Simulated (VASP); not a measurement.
# SnGeTe3 (P6/mmm) in VASP: further runs, part 2 of 2

VASP 6.6.1. The steps go on from the part before.

## (3) Relaxation of cell and atoms, PBE

This run uses another cell than the first one, of 38.70 Å³/atom.

File INCAR:

```
SYSTEM = SnGeTe3
PREC     = Accurate       ! precision mode
ENCUT    = 600            ! plane-wave cutoff, eV
EDIFF    = 1E-7           ! SCF threshold, eV
ISMEAR   = 0              ! smearing method
SIGMA    = 0.1            ! smearing width, eV
LREAL    = .False.        ! projectors in reciprocal space
LASPH    = .True.         ! aspherical terms in the spheres
NELM     = 100            ! most SCF steps
ALGO     = Normal         ! electronic algorithm
ISIF     = 3              ! what is computed and relaxed
LWAVE    = .False.        ! write WAVECAR
LCHARG   = .False.        ! write CHGCAR
GGA      = PE             ! functional
IBRION   = 2              ! ionic algorithm
NSW      = 90             ! ionic steps
EDIFFG   = -0.04          ! ionic threshold
```

File KPOINTS:

```
Automatic mesh
0
Gamma
  3 3 4
  0 0 0
```

File POSCAR:

```
SnGeTe3
1.0
    6.4685252786      0.0000000000      0.0000000000
   -3.2342626393      5.6019072163      0.0000000000
    0.0000000000      0.0000000000      5.3405489384
Sn Ge Te
1 1 3
Direct
    0.0000000000      0.0000000000      0.0000000000
    0.0000000000      0.0000000000      0.5000000000
    0.5000000000      0.0000000000      0.0000000000
    0.0000000000      0.5000000000      0.0000000000
    0.5000000000      0.5000000000      0.0000000000
```

Potentials or basis: VASP PAW PBE potentials, release 64 (Sn_d, Ge_d, Te).

On the command line:

```bash
cat potpaw_PBE.64/Sn_d/POTCAR potpaw_PBE.64/Ge_d/POTCAR potpaw_PBE.64/Te/POTCAR > POTCAR
mpirun -np 1 vasp_std > vasp.out
```

OUTCAR:

```text
SYSTEM = SnGeTe3
   PREC = Accurate
   ENCUT = 600
   EDIFF = 1E-7
   ISMEAR = 0
   LREAL = .False.
   LASPH = .True.
   NELM = 100
   ISIF = 3
   GGA = PE
   IBRION = 2
   NSW = 90
   EDIFFG = -0.04

 ion  position               nearest neighbor table
   1  0.000  0.000  0.000-   2 2.67   2 2.67   3 3.23   3 3.23   4 3.23   4 3.23   5 3.23   5 3.23

   2  0.000  0.000  0.500-   1 2.67   1 2.67
   3  0.500  0.000  0.000-   1 3.23   1 3.23   5 3.23   5 3.23   4 3.23   4 3.23
   4  0.000  0.500  0.000-   5 3.23   5 3.23   1 3.23   1 3.23   3 3.23   3 3.23
   5  0.500  0.500  0.000-   4 3.23   4 3.23   1 3.23   3 3.23   3 3.23   1 3.23

  LATTYP: Found a hexagonal cell.
 ALAT       =     6.4685252786
 C/A-ratio  =     0.8256207881

  Lattice vectors:

 A1 = (   6.4685252786,   0.0000000000,   0.0000000000)
 A2 = (  -3.2342626393,   5.6019072163,   0.0000000000)
 A3 = (   0.0000000000,   0.0000000000,   5.3405489384)

Analysis of symmetry for initial positions (statically):
=====================================================================
 Subroutine PRICEL returns:
 Original cell was already a primitive cell.

 Routine SETGRP: Setting up the symmetry group for a
 hexagonal supercell.

 Subroutine GETGRP returns: Found 24 space group operations
 (whereof 24 operations were pure point group operations)
 out of a pool of 24 trial point group operations.

The static configuration has the point symmetry D_6h.

Analysis of symmetry for dynamics (positions and initial velocities):
=====================================================================
 Subroutine PRICEL returns:
 Original cell was already a primitive cell.

 Routine SETGRP: Setting up the symmetry group for a
 hexagonal supercell.

 Subroutine GETGRP returns: Found 24 space group operations
 (whereof 24 operations were pure point group operations)
 out of a pool of 24 trial point group operations.
[... 97 lines left out ...]
   ISIF   =      3    stress and relaxation
   ISYM   =      2    0-nonsym 1-usesym 2-fastsym
   POTIM  = 0.5000    time-step for ionic-motion
   TEBEG  =    0.0;   TEEND  =   0.0 temperature during run
   PSTRESS=    0.0 pullay stress
   NELECT =      46.0000    total number of electrons
   NUPDOWN=      -1.0000    fix difference up-down
   EMIN   =  10.00;   EMAX   =-10.00  energy-range for DOS
   EFERMI =   0.00;   METHOD = LEGACY
   ISMEAR =     0;   SIGMA  =   0.10  broadening in eV -4-tet -1-fermi 0-gaus
   EFERMI_NEDOS =   21; number of points for ismear=-14 and -15
   IALGO  =     38    algorithm
   IMIX   =      4    mixing-type and parameters
     AMIX     =   0.40;   BMIX     =  1.00
     AMIX_MAG =   1.60;   BMIX_MAG =  1.00
  volume/ion in A,a.u.               =      38.70       261.19
  Fermi-wavevector in a.u.,A,eV,Ry     =   1.014110  1.916390 13.992492  1.028419
  Thomas-Fermi vector in A             =   2.147318
   LORBIT       =      0    0 simple, 1 ext, 2 COOP (PROOUT), +10 PAW based schemes
   GGA     = PE    functional components
   LHFCALC =     F    Hartree Fock is set to
   AEXX    =    0.0000 exact exchange contribution
   IVDW    =     0    specifies the selected vdW correction
   LEPSILON=     F    determine dielectric tensor
   LRPA    =     F    only Hartree local field effects (RPA)
 conjugate gradient relaxation of ions
 non-spin polarized calculation
 Gauss-broadening in eV      SIGMA  =   0.10
  energy-cutoff  :      600.00
  volume of cell :      193.52
 maximum number of plane-waves:      6474
 NGX is ok and might be reduce to    54
   NGX = 25   NGY = 25   NGZ = 21

--------------------------------------- Ionic step        1  -------------------------------------------

 number of electron      46.0000003 magnetization

 Free energy of the ion-electron system (eV)
  ---------------------------------------------------
  ext. energy  EPLUGINS =         0.00000000
  ---------------------------------------------------
  free energy    TOTEN  =       -14.90766263 eV

  energy without entropy =      -14.86908865  energy(sigma->0) =      -14.88837564

------------------------ aborting loop because EDIFF is reached ----------------------------------------

  FORCE on cell =-STRESS in cart. coord.  units (eV):
  Direction    XX          YY          ZZ          XY          YZ          ZX
  --------------------------------------------------------------------------------------
  -------------------------------------------------------------------------------------
  Total        0.1355621      0.1355621      1.8159065      0.0000000      0.0000000      0.0000000
  in kB        1.1223334      1.1223334     15.0340842      0.0000000      0.0000000      0.0000000
  external PRESSURE =       5.7595836 kB  Pullay stress =       0.0000000 kB
[... 65 lines left out ...]
--------------------------------------- Ionic step        3  -------------------------------------------

 number of electron      46.0000007 magnetization

 Free energy of the ion-electron system (eV)
  ---------------------------------------------------
  ext. energy  EPLUGINS =         0.00000000
  ---------------------------------------------------
  free energy    TOTEN  =       -14.93913634 eV

  energy without entropy =      -14.90442427  energy(sigma->0) =      -14.92178031

 E-fermi :   3.0048     XC(G=0):  -7.9778

 val. band max:        2.9805558551   @ k =   0.3333   0.0000   0.2500
 cond. band min:       3.0138063058   @ k =   0.0000   0.0000   0.0000
 fundamental gap:      0.0332504507
 Fermi energy:         3.0047790650

 k-point     1 :       0.0000    0.0000    0.0000
  band No.  band energies     occupation
      1     -22.2089      2.00000
      2     -22.2089      2.00000
      3     -22.0663      2.00000
      4     -22.0663      2.00000
      5     -22.0393      2.00000
      6     -18.0176      2.00000
[... 291 lines left out ...]
  FREE ENERGIE OF THE ION-ELECTRON SYSTEM (eV)
  ---------------------------------------------------
  free  energy   TOTEN  =       -14.9391363388 eV

  energy  without entropy=      -14.9044242729  energy(sigma->0) =      -14.92178031

 reached required accuracy - stopping structural energy minimisation
```

Run time: 3.7 min. Hardware: 1 thread of AMD EPYC 7R43 (Zen 3), shared host; peak memory 0.39 GiB.

Results:

- Free energy: -14.9391 eV
- Relaxed volume: 40.28 Å³/atom
- Relaxed cell: a = 6.486 Å, b = 6.486 Å, c = 5.529 Å, α = 90.00°, β = 90.00°, γ = 120.00°
- Space group after relaxing (to 0.1 Å): P6/mmm (No. 191)
- Energy gained by relaxing: 6.3 meV/atom
- Ionic steps: 3
- Pressure after relaxing: -0.1 GPa
- Band gap on the k mesh: zero (bands 23 and 24 overlap by 0.76 eV)

The path:
```
step  energy change (eV)  largest force (eV/Å)  pressure (GPa)  volume (Å³)
   1              0.0000                0.0000            0.58       193.52
   2             -0.0242                0.0000            0.27       197.43
   3             -0.0315                0.0000           -0.05       201.41
```

Final structure:
```
CELL_PARAMETERS angstrom
6.48556 0.00000 0.00000
-3.24278 5.61666 0.00000
0.00000 0.00000 5.52900
ATOMIC_POSITIONS crystal
Sn 0.00000 0.00000 0.00000
Ge 0.00000 0.00000 0.50000
Te 0.50000 0.00000 0.00000
Te 0.00000 0.50000 0.00000
Te 0.50000 0.50000 0.00000
```

Caveat: the k points lie up to 0.37 Å⁻¹ apart in the final cell, too coarse for converged energies and pressures of a metal; spin-orbit coupling is left out, which moves the levels of the heavy elements.

## (4) Relaxation of cell and atoms, PBE

This run uses another cell than the first one, of 33.35 Å³/atom.

File INCAR:

```
ALGO     = Normal         # electronic algorithm
EDIFF    = 1E-6           # SCF threshold, eV
EDIFFG   = -0.04          # ionic threshold
ENCUT    = 600            # plane-wave cutoff, eV
GGA      = PE             # functional
IBRION   = 2              # ionic algorithm
ISIF     = 3              # what is computed and relaxed
ISMEAR   = 0              # smearing method
LASPH    = T              # aspherical terms in the spheres
LCHARG   = F              # write CHGCAR
LREAL    = F              # projectors in reciprocal space
LWAVE    = F              # write WAVECAR
NELM     = 80             # most SCF steps
NSW      = 90             # ionic steps
PREC     = Accurate       # precision mode
SIGMA    = 0.1            # smearing width, eV
```

File KPOINTS:

```
k-points
0
Gamma
  6 6 2
```

Edit POSCAR of step 3 so:

```diff
@@ -2,5 +2,5 @@
 1.0
-    6.4685252786      0.0000000000      0.0000000000
-   -3.2342626393      5.6019072163      0.0000000000
-    0.0000000000      0.0000000000      5.3405489384
+    5.0480646600      0.0000000000      0.0000000000
+   -2.5240323300      4.3717522300      0.0000000000
+    0.0000000000      0.0000000000      7.5564893600
 Sn Ge Te
```

On the command line:

```bash
cat potpaw_PBE.64/Sn_d/POTCAR potpaw_PBE.64/Ge_d/POTCAR potpaw_PBE.64/Te/POTCAR > POTCAR
mpirun -np 1 vasp_std > vasp.out
```

It took 29 min on 1 thread of AMD EPYC 7R43 (Zen 3), shared host; peak memory 0.33 GiB.

The run converged. Its results:

* Free energy: -15.4546 eV
* Relaxed volume: 38.54 Å³/atom
* Relaxed cell: a = 6.456 Å, b = 6.456 Å, c = 5.339 Å, α = 90.00°, β = 90.00°, γ = 120.00°
* Space group after relaxing (to 0.1 Å): P6/mmm (No. 191)
* Energy gained by relaxing: 3322.3 meV/atom
* Ionic steps: 17
* Pressure after relaxing: 0.0 GPa
* Band gap on the k mesh: zero (bands 23 and 24 overlap by 0.74 eV)

Stress tensor (GPa, compression positive):
```
-0.03  0.00  0.00
 0.00 -0.03  0.00
 0.00  0.00  0.07
```

The path:
| step | energy change (eV) | largest force (eV/Å) | pressure (GPa) | volume (Å³) |
| --- | --- | --- | --- | --- |
| 1 | 0.0000 | 0.0000 | 49.83 | 166.76 |
| 2 | -7.3381 | 0.0000 | -5.62 | 501.75 |
| 3 | -14.4073 | 0.0000 | -3.05 | 292.12 |
| 4 | -14.5329 | 0.0000 | -2.63 | 283.94 |
| 5 | -14.6374 | 0.0000 | -0.87 | 263.14 |
| 6 | -14.6473 | 0.0000 | -1.38 | 268.03 |
| 7 | -14.6458 | 0.0000 | -1.16 | 265.79 |
| 8 | -15.0018 | 0.0000 | -1.34 | 252.21 |
| 9 | -15.9623 | 0.0000 | -1.48 | 221.41 |
| 10 | -13.9258 | 0.0000 | 10.82 | 159.23 |
| 11 | -16.2917 | 0.0000 | -1.26 | 210.64 |
| 12 | -16.5352 | 0.0000 | 1.27 | 185.00 |
| 13 | -16.5937 | 0.0000 | -0.30 | 195.78 |
| 14 | -16.6105 | 0.0000 | 0.06 | 192.66 |
| 15 | -16.6100 | 0.0000 | 0.26 | 191.18 |
| 16 | -16.6105 | 0.0000 | -0.16 | 194.03 |
| 17 | -16.6113 | 0.0000 | 0.00 | 192.69 |

Final structure:
```xyz
5
Lattice="6.4557 0.0000 0.0000 -3.2279 5.5908 0.0000 0.0000 0.0000 5.3387" Properties=species:S:1:pos:R:3 pbc="T T T"
Sn    0.0000    0.0000    0.0000
Ge    0.0000    0.0000    2.6694
Te    3.2279    0.0000    0.0000
Te   -1.6139    2.7954    5.3387
Te    1.6139    2.7954    0.0000
```

Levels at points of the mesh, in eV from the Fermi level:
```csv
k point,band 20,band 21,band 22,band 23,band 24,band 25,band 26,band 27
"(0.00, 0.00, 0.00)",-1.53,-0.17,-0.17,0.32,0.32,1.34,2.47,2.47
"(0.50, 0.00, 0.00)",-1.61,-1.45,-0.94,-0.85,-0.41,-0.29,0.47,1.86
"(0.00, 0.00, 0.50)",-0.60,-0.60,-0.38,-0.38,1.37,2.20,2.20,2.57
"(0.50, 0.00, 0.50)",-1.56,-1.33,-1.32,-0.85,0.47,0.75,0.86,2.57
```

Caveat: the k points lie up to 0.59 Å⁻¹ apart in the final cell, too coarse for converged energies and pressures of a metal; the volume moved by over 15 % at a fixed basis, so the end points are rough; spin-orbit coupling is left out, which moves the levels of the heavy elements.

## (5) Summary

| task | cell | k mesh | cutoff (eV) | gap on the mesh (eV) | pressure (GPa) | relaxed volume (Å³/atom) |
| --- | --- | --- | --- | --- | --- | --- |
| single point | a = 6.433, b = 6.433, c = 5.465 Å, angles 90.0, 90.0, 120.0°, 5 atoms | 6 × 6 × 8 | 520 | none | 0.0 | - |
| relaxation of cell and atoms | relaxed from a = 6.469, b = 6.469, c = 5.341 Å, angles 90.0, 90.0, 120.0°, 5 atoms | 3 × 3 × 4 | 600 | none | -0.1 | 40.28 |
| relaxation of cell and atoms | relaxed from a = 5.048, b = 5.048, c = 7.556 Å, angles 90.0, 90.0, 120.0°, 5 atoms | 6 × 6 × 2 | 600 | none | 0.0 | 38.54 |

Alike in all rows: level PBE; potentials or basis VASP PAW PBE potentials, release 64 (Sn_d, Ge_d, Te); no spin polarisation; smearing gaussian 0.1 eV.

Caveats: some runs use coarse meshes; spin-orbit coupling is left out, which moves the levels of the heavy elements; the volume moved by over 15 % at a fixed basis, so the end points are rough (at least some runs).

Total energies depend on the potentials used, so only differences within one code and one set of settings carry meaning.

The gap in the log of VASP goes by the Fermi energy; the results here count the filled bands.